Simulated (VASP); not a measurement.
# Mo2C (P-3m1) in VASP: single point with LDA

Aim: the single point of Mo2C with LDA.

All numbers are computed with VASP 6.6.1; they aren't measurements. Logs are shortened: lines on timing, memory, paths and dates and some standing lists are left out, and cuts for length are marked.

## Step 1: The cell of the first run

The structure is trigonal, space group P-3m1 (No. 164). Conventional cell: a = 3.016 Å, b = 3.016 Å, c = 4.596 Å, α = 90.00°, β = 90.00°, γ = 120.00°. Within 3.1 Å of Mo (site symmetry 3m) lie 3 C at 2.09 Å and 12 Mo at 2.87 to 3.02 Å. Within 2.8 Å of C (site symmetry -3m) lie 6 Mo at 2.09 Å.

## Step 2: Single point, LDA

INCAR

```
PREC = Accurate
ENCUT = 910
EDIFF = 1E-6
ISMEAR = 0
SIGMA = 0.1
LREAL = F
LASPH = T
NELM = 120
ALGO = Normal
ISIF = 2
LWAVE = F
LCHARG = F
GGA = CA
NBANDS = 23
GGA_COMPAT = F
```

KPOINTS

```
regular mesh
0
Gamma
  18 18 10
```

POSCAR

```
Mo2C
1.0
    3.0156476294      0.0000000000      0.0000000000
   -1.5078238147      2.6116274559      0.0000000000
    0.0000000000      0.0000000000      4.5964891283
Mo C
2 1
Direct
    0.3333333333      0.6666666667      0.2488603170
    0.6666666667      0.3333333333      0.7511396830
    0.0000000000      0.0000000000      0.5000000000
```

Potentials or basis: VASP PAW LDA potentials, release 64 (Mo_sv, C_h).

On the command line:

```bash
$ cat potpaw_LDA.64/Mo_sv/POTCAR potpaw_LDA.64/C_h/POTCAR > POTCAR
$ mpirun -np 1 vasp_std > vasp.out
```

OUTCAR:

```text
PREC = Accurate
   ENCUT = 910
   EDIFF = 1E-6
   ISMEAR = 0
   LREAL = F
   LASPH = T
   NELM = 120
   ISIF = 2
   GGA = CA

 ion  position               nearest neighbor table
   1  0.333  0.667  0.249-   3 2.09   3 2.09   3 2.09   2 2.87   2 2.87   2 2.87   2 2.89   2 2.89
                             2 2.89
   2  0.667  0.333  0.751-   3 2.09   3 2.09   3 2.09   1 2.87   1 2.87   1 2.87   1 2.89   1 2.89
                             1 2.89
   3  0.000  0.000  0.500-   1 2.09   2 2.09   1 2.09   2 2.09   2 2.09   1 2.09

  LATTYP: Found a hexagonal cell.
 ALAT       =     3.0156476294
 C/A-ratio  =     1.5242129364

  Lattice vectors:

 A1 = (   3.0156476294,   0.0000000000,   0.0000000000)
 A2 = (  -1.5078238147,   2.6116274559,   0.0000000000)
 A3 = (   0.0000000000,   0.0000000000,   4.5964891283)

Analysis of symmetry for initial positions (statically):
=====================================================================
 Subroutine PRICEL returns:
 Original cell was already a primitive cell.

 Routine SETGRP: Setting up the symmetry group for a
 hexagonal supercell.

 Subroutine GETGRP returns: Found 12 space group operations
 (whereof 12 operations were pure point group operations)
 out of a pool of 24 trial point group operations.

The static configuration has the point symmetry D_3d.

Analysis of symmetry for dynamics (positions and initial velocities):
=====================================================================
 Subroutine PRICEL returns:
 Original cell was already a primitive cell.

 Routine SETGRP: Setting up the symmetry group for a
 hexagonal supercell.

 Subroutine GETGRP returns: Found 12 space group operations
 (whereof 12 operations were pure point group operations)
 out of a pool of 24 trial point group operations.

The dynamic configuration has the point symmetry D_3d.

 Subroutine INISYM returns: Found 12 space group operations
 (whereof 12 operations are pure point group operations),
 and found     1 'primitive' translations

----------------------------------------------------------------------------------------

                                     Primitive cell

  volume of cell :      36.2008

  direct lattice vectors                    reciprocal lattice vectors
     3.015647629  0.000000000  0.000000000     0.331603729  0.191451502  0.000000000
    -1.507823815  2.611627456  0.000000000     0.000000000  0.382903005  0.000000000
     0.000000000  0.000000000  4.596489128     0.000000000  0.000000000  0.217557351

  length of vectors
     3.015647629  3.015647629  4.596489128     0.382903005  0.382903005  0.217557351

  position of ions in fractional coordinates (direct lattice)
     0.333333333  0.666666667  0.248860317
     0.666666667  0.333333333  0.751139683
     0.000000000  0.000000000  0.500000000

  ion indices of the primitive-cell ions
   primitive index   ion index
                 1           1
                 2           2
                 3           3

----------------------------------------------------------------------------------------

 KPOINTS: regular mesh

Automatic generation of k-mesh.
 Grid dimensions read from file:
 generate k-points for:   18   18   10

 Generating k-lattice:

  Cartesian coordinates                     Fractional coordinates (reciprocal lattice)
     0.018422429  0.010636195  0.000000000     0.055555556 -0.000000000  0.000000000
     0.000000000  0.021272389  0.000000000     0.000000000  0.055555556  0.000000000
     0.000000000  0.000000000  0.021755735     0.000000000  0.000000000  0.100000000

  Length of vectors
     0.021272389  0.021272389  0.021755735

  Shift w.r.t. Gamma in fractional coordinates (k-lattice)
     0.000000000  0.000000000  0.000000000

 Subroutine IBZKPT returns following result:
 ===========================================

 Found    330 irreducible k-points:

 Following reciprocal coordinates:
            Coordinates               Weight
  0.000000  0.000000  0.000000      1.000000
  0.055556  0.000000  0.000000      6.000000
  0.111111  0.000000  0.000000      6.000000
  0.166667  0.000000  0.000000      6.000000
  0.222222  0.000000  0.000000      6.000000
  0.277778 -0.000000  0.000000      6.000000
[... 16 lines left out ...]
  0.333333  0.111111  0.000000     12.000000
  0.388889  0.111111  0.000000     12.000000
 [... further k-points ...]
   k-points           NKPTS =    330   k-points in BZ     NKDIM =    330   number of bands    NBANDS=     23
   number of dos      NEDOS =    301   number of ions     NIONS =      3
   total plane-waves  NPLWV =  43200
   dimension x,y,z NGX =    30 NGY =   30 NGZ =   48
   dimension x,y,z NGXF=    60 NGYF=   60 NGZF=   96
   ions per type =               2   1
   NGX,Y,Z   is equivalent  to a cutoff of  16.54, 16.54, 17.36 a.u.
   NGXF,Y,Z  is equivalent  to a cutoff of  33.08, 33.08, 34.72 a.u.
 SYSTEM =  unknown system
   PREC   = accura    normal or accurate (medium, high low for compatibility)
   ISTART =      0    job   : 0-new  1-cont  2-samecut
   ICHARG =      2    charge: 1-file 2-atom 10-const
   ISPIN  =      1    spin polarized calculation?
   LNONCOLLINEAR =      F non collinear calculations
   LSORBIT =      F    spin-orbit coupling
   LASPH  =      T    aspherical Exc in radial PAW
   ENCUT  =  910.0 eV  66.88 Ry    8.18 a.u.   7.42  7.42 11.31*2*pi/ulx,y,z
   NELM   =    120;   NELMIN=  2; NELMDL= -5     # of ELM steps
   EDIFF  = 0.1E-05   stopping-criterion for ELM
   LREAL  =      F    real-space projection
   EDIFFG = 0.1E-04   stopping-criterion for IOM
   NSW    =      0    number of steps for IOM
   IBRION =     -1    ionic relax: 0-MD 1-quasi-New 2-CG
   NFREE  =      0    steps in history (QN), initial steepest desc. (CG)
   ISIF   =      2    stress and relaxation
   ISYM   =      2    0-nonsym 1-usesym 2-fastsym
   POTIM  = 0.5000    time-step for ionic-motion
   TEBEG  =    0.0;   TEEND  =   0.0 temperature during run
   PSTRESS=    0.0 pullay stress
   NELECT =      32.0000    total number of electrons
   NUPDOWN=      -1.0000    fix difference up-down
   EMIN   =  10.00;   EMAX   =-10.00  energy-range for DOS
   EFERMI =   0.00;   METHOD = LEGACY
   ISMEAR =     0;   SIGMA  =   0.10  broadening in eV -4-tet -1-fermi 0-gaus
   EFERMI_NEDOS =   21; number of points for ismear=-14 and -15
   IALGO  =     38    algorithm
   IMIX   =      4    mixing-type and parameters
     AMIX     =   0.40;   BMIX     =  1.00
     AMIX_MAG =   1.60;   BMIX_MAG =  1.00
  volume/ion in A,a.u.               =      12.07        81.43
  Fermi-wavevector in a.u.,A,eV,Ry     =   1.571154  2.969051 33.586328  2.468525
  Thomas-Fermi vector in A             =   2.672781
   LORBIT       =      0    0 simple, 1 ext, 2 COOP (PROOUT), +10 PAW based schemes
   GGA     = CA    functional components
   LHFCALC =     F    Hartree Fock is set to
   AEXX    =    0.0000 exact exchange contribution
   IVDW    =     0    specifies the selected vdW correction
   LEPSILON=     F    determine dielectric tensor
   LRPA    =     F    only Hartree local field effects (RPA)
 non-spin polarized calculation
 Gauss-broadening in eV      SIGMA  =   0.10
  energy-cutoff  :      910.00
  volume of cell :       36.20
 maximum number of plane-waves:      2284
 NGX is ok and might be reduce to    30
   NGX = 15   NGY = 15   NGZ = 23

 number of electron      31.9999999 magnetization

 Free energy of the ion-electron system (eV)
  ---------------------------------------------------
  ext. energy  EPLUGINS =         0.00000000
  ---------------------------------------------------
  free energy    TOTEN  =       -34.76283724 eV

  energy without entropy =      -34.75649022  energy(sigma->0) =      -34.75966373

 E-fermi :  12.8515     XC(G=0): -13.6982

 val. band max:       12.8407655693   @ k =  -0.0556   0.3333   0.2000
 cond. band min:      12.8533084815   @ k =   0.1111   0.0556   0.4000
 fundamental gap:      0.0125429122
 Fermi energy:        12.8514767212

 k-point     1 :       0.0000    0.0000    0.0000
  band No.  band energies     occupation
      1     -48.3754      2.00000
      2     -48.1809      2.00000
      3     -23.2092      2.00000
      4     -22.3839      2.00000
      5     -22.3839      2.00000
      6     -22.2196      2.00000
[... 15 lines left out ...]
     22      19.9514      0.00000
     23      19.9514      0.00000

 k-point     2 :       0.0556    0.0000    0.0000
  band No.  band energies     occupation
      1     -48.3718      2.00000
      2     -48.1798      2.00000
      3     -23.1990      2.00000
      4     -22.4042      2.00000
      5     -22.3919      2.00000
      6     -22.2390      2.00000
[... 15 lines left out ...]
     22      19.7971      0.00000
     23      19.9157      0.00000

 k-point     3 :       0.1111    0.0000    0.0000
  band No.  band energies     occupation
      1     -48.3614      2.00000
      2     -48.1770      2.00000
      3     -23.1691      2.00000
      4     -22.4626      2.00000
      5     -22.4144      2.00000
      6     -22.2943      2.00000
[... 15 lines left out ...]
     22      19.4909      0.00000
     23      19.8028      0.00000

 k-point     4 :       0.1667    0.0000    0.0000
  band No.  band energies     occupation
      1     -48.3450      2.00000
      2     -48.1731      2.00000
      3     -23.1212      2.00000
      4     -22.5518      2.00000
      5     -22.4470      2.00000
      6     -22.3772      2.00000
[... 15 lines left out ...]
     22      19.1453      0.00000
     23      19.5955      0.00000

 k-point     5 :       0.2222    0.0000    0.0000
  band No.  band energies     occupation
      1     -48.3241      2.00000
      2     -48.1690      2.00000
      3     -23.0586      2.00000
      4     -22.6607      2.00000
      5     -22.4849      2.00000
      6     -22.4763      2.00000
[... 15 lines left out ...]
     22      18.8376      0.00000
     23      19.2711      0.00000

 k-point     6 :       0.2778   -0.0000    0.0000
  band No.  band energies     occupation
      1     -48.3007      2.00000
      2     -48.1657      2.00000
      3     -22.9865      2.00000
      4     -22.7747      2.00000
      5     -22.5788      2.00000
      6     -22.5235      2.00000
[... 15 lines left out ...]
     22      18.7755      0.00000
     23      18.8128      0.00000

 k-point     7 :       0.3333    0.0000    0.0000
  band No.  band energies     occupation
      1     -48.2770      2.00000
      2     -48.1643      2.00000
      3     -22.9265      2.00000
      4     -22.8644      2.00000
      5     -22.6720      2.00000
      6     -22.5584      2.00000
[... 353 lines left out ...]
     22      18.8199      0.00000
     23      19.0392      0.00000

 k-point    21 :       0.2222    0.1111    0.0000
  band No.  band energies     occupation
      1     -48.2932      2.00000
      2     -48.1650      2.00000
      3     -22.9631      2.00000
      4     -22.7680      2.00000
      5     -22.6669      2.00000
      6     -22.4830      2.00000
[... 15 lines left out ...]
     22      18.5115      0.00000
     23      18.8693      0.00000

 k-point    22 :       0.2778    0.1111    0.0000
  band No.  band energies     occupation
      1     -48.2703      2.00000
      2     -48.1643      2.00000
      3     -22.9108      2.00000
      4     -22.8472      2.00000
      5     -22.7176      2.00000
      6     -22.5450      2.00000
[... 15 lines left out ...]
     22      17.9271      0.00000
     23      19.4142      0.00000

 k-point    23 :       0.3333    0.1111    0.0000
  band No.  band energies     occupation
      1     -48.2494      2.00000
      2     -48.1659      2.00000
      3     -22.9671      2.00000
      4     -22.8080      2.00000
      5     -22.7480      2.00000
      6     -22.5972      2.00000
[... 15 lines left out ...]
     22      17.5619      0.00000
     23      20.1705      0.00000

 k-point    24 :       0.3889    0.1111    0.0000
  band No.  band energies     occupation
      1     -48.2337      2.00000
      2     -48.1690      2.00000
      3     -23.0186      2.00000
      4     -22.7997      2.00000
      5     -22.7223      2.00000
      6     -22.6319      2.00000
[... 15 lines left out ...]
     22      17.1756      0.00000
     23      20.6500      0.00000

 [... further k-points ...]

------------------------ aborting loop because EDIFF is reached ----------------------------------------

  FORCE on cell =-STRESS in cart. coord.  units (eV):
  Direction    XX          YY          ZZ          XY          YZ          ZX
  --------------------------------------------------------------------------------------
  -------------------------------------------------------------------------------------
  Total        0.3060004      0.3060004      0.3115523      0.0000000      0.0000000      0.0000000
  in kB       13.5429905     13.5429905     13.7887039      0.0000000      0.0000000      0.0000000
  external PRESSURE =      13.6248950 kB  Pullay stress =       0.0000000 kB

 VOLUME and BASIS-vectors are now :
 -----------------------------------------------------------------------------
  energy-cutoff  :      910.00
  volume of cell :       36.20
      direct lattice vectors                 reciprocal lattice vectors
     3.015647629  0.000000000  0.000000000     0.331603729  0.191451502  0.000000000
    -1.507823815  2.611627456  0.000000000     0.000000000  0.382903005  0.000000000
     0.000000000  0.000000000  4.596489128     0.000000000  0.000000000  0.217557351

 POSITION                                       TOTAL-FORCE (eV/Angst)
 -----------------------------------------------------------------------------------
     -0.00000      1.74108      1.14388         0.000000      0.000000     -0.059600
      1.50782      0.87054      3.45261        -0.000000      0.000000      0.059600
      0.00000      0.00000      2.29824         0.000000      0.000000      0.000000
 -----------------------------------------------------------------------------------
    total drift:                                0.000000     -0.000000      0.000000

  FREE ENERGIE OF THE ION-ELECTRON SYSTEM (eV)
  ---------------------------------------------------
  free  energy   TOTEN  =       -34.7628372408 eV

  energy  without entropy=      -34.7564902165  energy(sigma->0) =      -34.75966373
```

It took 4.3 min on 1 thread of AMD EPYC 9R45 (Zen 5), shared host; peak memory 0.55 GiB.

Results:

| Quantity | Value |
| --- | --- |
| Free energy | -34.7628 eV |
| Pressure | 1.4 GPa |
| Largest force | 0.060 eV/Å |
| Band gap on the k mesh | zero (bands 16 and 17 overlap by 2.72 eV) |

Forces on the atoms (eV/Å):
```
Mo   0.000  0.000 -0.060
Mo   0.000  0.000  0.060
C    0.000  0.000  0.000
```

Caveat: the cutoff is under 1.25 times the usual one of these potentials, so pressure, stress and relaxed cells hold a basis-set (Pulay) error.
